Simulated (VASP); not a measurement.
# Sc (Pm-3m) in VASP: notebook

Sc is run at these levels: r2SCAN; tasks: single point.

Everything below comes from runs of VASP 6.6.1. Logs are shortened: lines on timing, memory, paths and dates and some standing lists are left out, and cuts for length are marked.

## Step 1: The cell of the first run

Symmetry: Pm-3m, No. 221, cubic system. Conventional cell: a = 3.001 Å, b = 3.001 Å, c = 3.001 Å, α = 90.00°, β = 90.00°, γ = 90.00°. Sc (site symmetry m-3m) has 6 Sc at 3.00 Å within 4.0 Å.

This isn't the form of Sc at room conditions, which is hcp.

## Step 2: Single point, r2SCAN (27.02 Å³/atom)

POSCAR

```
Sc
1.0
    3.0008965144      0.0000000000      0.0000000000
    0.0000000000      3.0008965144      0.0000000000
    0.0000000000      0.0000000000      3.0008965144
Sc
1
Direct
    0.0000000000      0.0000000000      0.0000000000
```

INCAR.step1

```
SYSTEM = Sc
ALGO = Normal
EDIFF = 1E-4
ENCUT = 520
GGA = PE
ISMEAR = -1
LASPH = .TRUE.
LCHARG = .FALSE.
LREAL = .FALSE.
LWAVE = .TRUE.
NBANDS = 12
NELM = 60
PREC = Accurate
SIGMA = 0.1
```

INCAR.step2

```
SYSTEM = Sc
ALGO = Normal
EDIFF = 1E-6
ENCUT = 520
ISIF = 2
ISMEAR = -1
ISTART = 1
LASPH = .TRUE.
LCHARG = .FALSE.
LMIXTAU = .TRUE.
LREAL = .FALSE.
LWAVE = .FALSE.
METAGGA = R2SCAN
NBANDS = 12
NELM = 60
PREC = Accurate
SIGMA = 0.1
```

KPOINTS

```
k-points
0
G
  12 12 12
  0 0 0
```

Potentials or basis: VASP PAW PBE potentials, release 64 (Sc_sv).

On the command line:

```sh
$ cat potpaw_PBE.64/Sc_sv/POTCAR > POTCAR
$ cp INCAR.step1 INCAR
$ mpirun -np 1 vasp_std > vasp.out
$ cp INCAR.step2 INCAR
$ mpirun -np 1 vasp_std > vasp.out
```

OUTCAR:

```text
SYSTEM = Sc
   EDIFF = 1E-6
   ENCUT = 520
   ISIF = 2
   ISMEAR = -1
   ISTART = 1
   LASPH = .TRUE.
   LREAL = .FALSE.
   METAGGA = R2SCAN
   NELM = 60
   PREC = Accurate

 ion  position               nearest neighbor table
   1  0.000  0.000  0.000-

  LATTYP: Found a simple cubic cell.
 ALAT       =     3.0008965144

  Lattice vectors:

 A1 = (   3.0008965144,   0.0000000000,   0.0000000000)
 A2 = (   0.0000000000,   3.0008965144,   0.0000000000)
 A3 = (   0.0000000000,   0.0000000000,   3.0008965144)

Analysis of symmetry for initial positions (statically):
=====================================================================
 Subroutine PRICEL returns:
 Original cell was already a primitive cell.

 Routine SETGRP: Setting up the symmetry group for a
 simple cubic supercell.

 Subroutine GETGRP returns: Found 48 space group operations
 (whereof 48 operations were pure point group operations)
 out of a pool of 48 trial point group operations.

The static configuration has the point symmetry O_h .

Analysis of symmetry for dynamics (positions and initial velocities):
=====================================================================
 Subroutine PRICEL returns:
 Original cell was already a primitive cell.

 Routine SETGRP: Setting up the symmetry group for a
 simple cubic supercell.

 Subroutine GETGRP returns: Found 48 space group operations
 (whereof 48 operations were pure point group operations)
 out of a pool of 48 trial point group operations.

The dynamic configuration has the point symmetry O_h .

 Subroutine INISYM returns: Found 48 space group operations
 (whereof 48 operations are pure point group operations),
 and found     1 'primitive' translations

----------------------------------------------------------------------------------------

                                     Primitive cell

  volume of cell :      27.0242

  direct lattice vectors                    reciprocal lattice vectors
     3.000896514  0.000000000  0.000000000     0.333233750  0.000000000  0.000000000
     0.000000000  3.000896514  0.000000000     0.000000000  0.333233750  0.000000000
     0.000000000  0.000000000  3.000896514     0.000000000  0.000000000  0.333233750

  length of vectors
     3.000896514  3.000896514  3.000896514     0.333233750  0.333233750  0.333233750

  position of ions in fractional coordinates (direct lattice)
     0.000000000  0.000000000  0.000000000

  ion indices of the primitive-cell ions
   primitive index   ion index
                 1           1

----------------------------------------------------------------------------------------

 KPOINTS: k-points

Automatic generation of k-mesh.
 Grid dimensions read from file:
 generate k-points for:   12   12   12

 Generating k-lattice:

  Cartesian coordinates                     Fractional coordinates (reciprocal lattice)
     0.027769479  0.000000000  0.000000000     0.083333333  0.000000000  0.000000000
     0.000000000  0.027769479  0.000000000     0.000000000  0.083333333  0.000000000
     0.000000000  0.000000000  0.027769479     0.000000000  0.000000000  0.083333333

  Length of vectors
     0.027769479  0.027769479  0.027769479

  Shift w.r.t. Gamma in fractional coordinates (k-lattice)
     0.000000000  0.000000000  0.000000000

 Subroutine IBZKPT returns following result:
 ===========================================

 Found     84 irreducible k-points:

 Following reciprocal coordinates:
            Coordinates               Weight
  0.000000  0.000000  0.000000      1.000000
  0.083333  0.000000  0.000000      6.000000
  0.166667  0.000000  0.000000      6.000000
  0.250000  0.000000  0.000000      6.000000
  0.333333  0.000000  0.000000      6.000000
  0.416667  0.000000  0.000000      6.000000
[... 16 lines left out ...]
  0.333333  0.333333  0.000000     12.000000
  0.416667  0.333333  0.000000     24.000000
 [... further k-points ...]
   k-points           NKPTS =     84   k-points in BZ     NKDIM =     84   number of bands    NBANDS=     12
   number of dos      NEDOS =    301   number of ions     NIONS =      1
   total plane-waves  NPLWV =  13824
   dimension x,y,z NGX =    24 NGY =   24 NGZ =   24
   dimension x,y,z NGXF=    48 NGYF=   48 NGZF=   48
   ions per type =               1
   NGX,Y,Z   is equivalent  to a cutoff of  13.30, 13.30, 13.30 a.u.
   NGXF,Y,Z  is equivalent  to a cutoff of  26.59, 26.59, 26.59 a.u.
 SYSTEM =  Sc
   PREC   = accura    normal or accurate (medium, high low for compatibility)
   ISTART =      1    job   : 0-new  1-cont  2-samecut
   ICHARG =      0    charge: 1-file 2-atom 10-const
   ISPIN  =      1    spin polarized calculation?
   LNONCOLLINEAR =      F non collinear calculations
   LSORBIT =      F    spin-orbit coupling
   LASPH  =      T    aspherical Exc in radial PAW
   ENCUT  =  520.0 eV  38.22 Ry    6.18 a.u.   5.58  5.58  5.58*2*pi/ulx,y,z
   NELM   =     60;   NELMIN=  2; NELMDL=  0     # of ELM steps
   EDIFF  = 0.1E-05   stopping-criterion for ELM
   LREAL  =      F    real-space projection
   EDIFFG = 0.1E-04   stopping-criterion for IOM
   NSW    =      0    number of steps for IOM
   IBRION =     -1    ionic relax: 0-MD 1-quasi-New 2-CG
   NFREE  =      0    steps in history (QN), initial steepest desc. (CG)
   ISIF   =      2    stress and relaxation
   ISYM   =      2    0-nonsym 1-usesym 2-fastsym
   POTIM  = 0.5000    time-step for ionic-motion
   TEBEG  =    0.0;   TEEND  =   0.0 temperature during run
   PSTRESS=    0.0 pullay stress
   NELECT =      11.0000    total number of electrons
   NUPDOWN=      -1.0000    fix difference up-down
   EMIN   =  10.00;   EMAX   =-10.00  energy-range for DOS
   EFERMI =   0.00;   METHOD = LEGACY
   ISMEAR =    -1;   SIGMA  =   0.10  broadening in eV -4-tet -1-fermi 0-gaus
   EFERMI_NEDOS =   21; number of points for ismear=-14 and -15
   IALGO  =     38    algorithm
   IMIX   =      4    mixing-type and parameters
     AMIX     =   0.40;   BMIX     =  1.00
     AMIX_MAG =   1.60;   BMIX_MAG =  1.00
  volume/ion in A,a.u.               =      27.02       182.37
  Fermi-wavevector in a.u.,A,eV,Ry     =   1.213262  2.292733 20.027850  1.472005
  Thomas-Fermi vector in A             =   2.348720
   LORBIT       =      0    0 simple, 1 ext, 2 COOP (PROOUT), +10 PAW based schemes
   METAGGA = R2SCAN    functional components
   LHFCALC =     F    Hartree Fock is set to
   AEXX    =    0.0000 exact exchange contribution
   IVDW    =     0    specifies the selected vdW correction
   LEPSILON=     F    determine dielectric tensor
   LRPA    =     F    only Hartree local field effects (RPA)
 non-spin polarized calculation
  energy-cutoff  :      520.00
  volume of cell :       27.02
 maximum number of plane-waves:       743
 NGX is ok and might be reduce to    24
   NGX = 11   NGY = 11   NGZ = 11

 number of electron      11.0000003 magnetization

 Free energy of the ion-electron system (eV)
  ---------------------------------------------------
  ext. energy  EPLUGINS =         0.00000000
  ---------------------------------------------------
  free energy    TOTEN  =       -10.56654748 eV

  energy without entropy =      -10.48013945  energy(sigma->0) =      -10.52334347

 E-fermi :   3.4198     XC(G=0): -10.1371

 val. band max:        3.4196237127   @ k =   0.3333   0.1667   0.0000
 cond. band min:       3.4263554981   @ k =   0.2500   0.0833   0.0833
 fundamental gap:      0.0067317854
 Fermi energy:         3.4197712535

 k-point     1 :       0.0000    0.0000    0.0000
  band No.  band energies     occupation
      1     -48.5673      2.00000
      2     -25.9934      2.00000
      3     -25.9934      2.00000
      4     -25.9934      2.00000
      5      -1.9707      2.00000
      6       2.9854      1.97436
      7       2.9854      1.97436
      8       7.2238      0.00000
      9       7.2238      0.00000
     10       7.2238      0.00000
     11      15.8647      0.00000
     12      15.8647      0.00000

 k-point     2 :       0.0833    0.0000    0.0000
  band No.  band energies     occupation
      1     -48.5635      2.00000
      2     -26.0261      2.00000
      3     -25.9906      2.00000
      4     -25.9906      2.00000
      5      -1.8266      2.00000
      6       3.0234      1.96271
      7       3.0640      1.94459
      8       7.0983      0.00000
      9       7.0983      0.00000
     10       7.2328      0.00000
     11      14.7778      0.00000
     12      16.1063      0.00000

 k-point     3 :       0.1667    0.0000    0.0000
  band No.  band energies     occupation
      1     -48.5533      2.00000
      2     -26.1146      2.00000
      3     -25.9830      2.00000
      4     -25.9830      2.00000
      5      -1.4079      2.00000
      6       3.1298      1.89571
      7       3.2624      1.65658
      8       6.7787      0.00000
      9       6.7787      0.00000
     10       7.2573      0.00000
     11      12.9497      0.00000
     12      16.7759      0.00000
[... 286 lines left out ...]
 k-point    23 :       0.3333    0.3333    0.0000
  band No.  band energies     occupation
      1     -48.4848      2.00000
      2     -26.3101      2.00000
      3     -26.2987      2.00000
      4     -25.9319      2.00000
      5       1.4158      2.00000
      6       3.3167      1.47394
      7       5.1031      0.00000
      8       5.5369      0.00000
      9       6.2039      0.00000
     10       6.3335      0.00000
     11      10.2691      0.00000
     12      13.0917      0.00000

 k-point    24 :       0.4167    0.3333    0.0000
  band No.  band energies     occupation
      1     -48.4749      2.00000
      2     -26.3857      2.00000
      3     -26.2929      2.00000
      4     -25.9245      2.00000
      5       1.7211      2.00000
      6       3.2863      1.58308
      7       5.2838      0.00000
      8       6.0420      0.00000
      9       6.1009      0.00000
     10       6.3326      0.00000
     11       9.4200      0.00000
     12      13.4419      0.00000

 [... further k-points ...]

------------------------ aborting loop because EDIFF is reached ----------------------------------------

  FORCE on cell =-STRESS in cart. coord.  units (eV):
  Direction    XX          YY          ZZ          XY          YZ          ZX
  --------------------------------------------------------------------------------------
  -------------------------------------------------------------------------------------
  Total       -0.2169539     -0.2169539     -0.2169539      0.0000000      0.0000000     -0.0000000
  in kB      -12.8624865    -12.8624865    -12.8624865      0.0000000      0.0000000     -0.0000000
  external PRESSURE =     -12.8624865 kB  Pullay stress =       0.0000000 kB

 VOLUME and BASIS-vectors are now :
 -----------------------------------------------------------------------------
  energy-cutoff  :      520.00
  volume of cell :       27.02
      direct lattice vectors                 reciprocal lattice vectors
     3.000896514  0.000000000  0.000000000     0.333233750  0.000000000  0.000000000
     0.000000000  3.000896514  0.000000000     0.000000000  0.333233750  0.000000000
     0.000000000  0.000000000  3.000896514     0.000000000  0.000000000  0.333233750

 POSITION                                       TOTAL-FORCE (eV/Angst)
 -----------------------------------------------------------------------------------
      0.00000      0.00000      0.00000         0.000000      0.000000      0.000000
 -----------------------------------------------------------------------------------
    total drift:                                0.000000      0.000000      0.000000

  FREE ENERGIE OF THE ION-ELECTRON SYSTEM (eV)
  ---------------------------------------------------
  free  energy   TOTEN  =       -10.5665474804 eV

  energy  without entropy=      -10.4801394517  energy(sigma->0) =      -10.52334347
```

It took 48 s on 1 thread of AMD EPYC 9R45 (Zen 5), shared host; peak memory 0.13 GiB.

What came out:

* Free energy: -10.5665 eV
* Pressure: -1.3 GPa
* Band gap on the k mesh: zero (an odd number of electrons rules out a gap without spin polarisation)

Caveat: the PAW data sets were made with another functional, which shifts forces and pressure a little.

## Step 3: Single point, r2SCAN (28.06 Å³/atom)

This run uses another cell than the first one, of 28.06 Å³/atom.

POSCAR

```
Sc
1.0
    3.0388865792      0.0000000000      0.0000000000
    0.0000000000      3.0388865792      0.0000000000
    0.0000000000      0.0000000000      3.0388865792
Sc
1
Direct
    0.0000000000      0.0000000000      0.0000000000
```

INCAR.step1

```
PREC = Accurate
ENCUT = 520
ISMEAR = -1
SIGMA = 0.1
LREAL = F
LASPH = T
NELM = 60
NBANDS = 12
GGA = PE
ALGO = Normal
EDIFF = 1E-4
LWAVE = T
LCHARG = F
```

INCAR.step2

```
PREC = Accurate
ENCUT = 520
EDIFF = 1E-6
ISMEAR = -1
SIGMA = 0.1
LREAL = F
LASPH = T
NELM = 60
ALGO = Normal
ISIF = 2
LWAVE = F
LCHARG = T
METAGGA = R2SCAN
LMIXTAU = T
LELF = T
LVHAR = T
NBANDS = 12
ISTART = 1
```

KPOINTS

```
Automatic mesh
0
Gamma
  12 12 12
```

Potentials or basis: VASP PAW PBE potentials, release 64 (Sc_sv).

On the command line:

```sh
$ cat potpaw_PBE.64/Sc_sv/POTCAR > POTCAR
$ cp INCAR.step1 INCAR
$ mpirun -np 1 vasp_std > vasp.out
$ cp INCAR.step2 INCAR
$ mpirun -np 1 vasp_std > vasp.out
```

Wall time 47 s (1 thread of AMD EPYC 9R45 (Zen 5), shared host); peak memory 0.13 GiB.

Results (log left out):

| Item | Value |
| --- | --- |
| Free energy | -10.5548 eV |
| Pressure | -2.4 GPa |
| Band gap on the k mesh | zero (an odd number of electrons rules out a gap without spin polarisation) |

Levels at points of the mesh, in eV from the Fermi level:
```csv
k point,band 3,band 4,band 5,band 6,band 7,band 8
"(0.00, 0.00, 0.00)",-29.51,-29.51,-5.31,-0.40,-0.40,3.66
"(0.50, 0.00, 0.00)",-29.47,-29.47,-1.77,-0.90,0.19,2.22
"(0.50, 0.50, 0.00)",-29.87,-29.43,-1.71,0.26,2.55,2.55
"(0.50, 0.50, 0.50)",-29.81,-29.81,-0.41,-0.41,-0.41,4.49
```

Caveat: the PAW data sets were made with another functional, which shifts forces and pressure a little.
